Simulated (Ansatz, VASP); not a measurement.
# One calculation of Si3Ge2, two programs

```xyz
5
Lattice="2.7532 0.0000 0.0000 -1.3766 2.3843 0.0000 0.0000 0.0000 12.8267" Properties=species:S:1:pos:R:3 pbc="T T T"
Si    0.0000    0.0000   10.3759
Si    0.0000    0.0000    0.0000
Si    0.0000    0.0000    2.4509
Ge    0.0000    0.0000    5.0400
Ge    0.0000    0.0000    7.7867
```

Alike in both runs: functional PBE; k mesh 18 × 18 × 4; occupations gaussian, width 0.1 eV; no spin polarisation.

Ansatz relaxed the structure, and its values are those at the end. VASP's run is a single point on that final structure, the one shown.

|  | VASP | Ansatz |
| --- | --- | --- |
| version | VASP 6.6.1 | Ansatz 0.2.0 |
| potentials or method | VASP PAW PBE potentials, release 64 (Si, Ge_d), cutoff 520 eV | scalar-relativistic, plane waves, PAW |
| valence electrons in the cell | 40 | 40 |

|  | VASP | Ansatz | Ansatz less VASP |
| --- | --- | --- | --- |
| gap on the k mesh at the Fermi level (eV) | none | none | - |
| pressure (GPa) | 0.0 | 0.0 | +0.02 |

A gap of «none» marks a metal or a gap that the smearing closes.
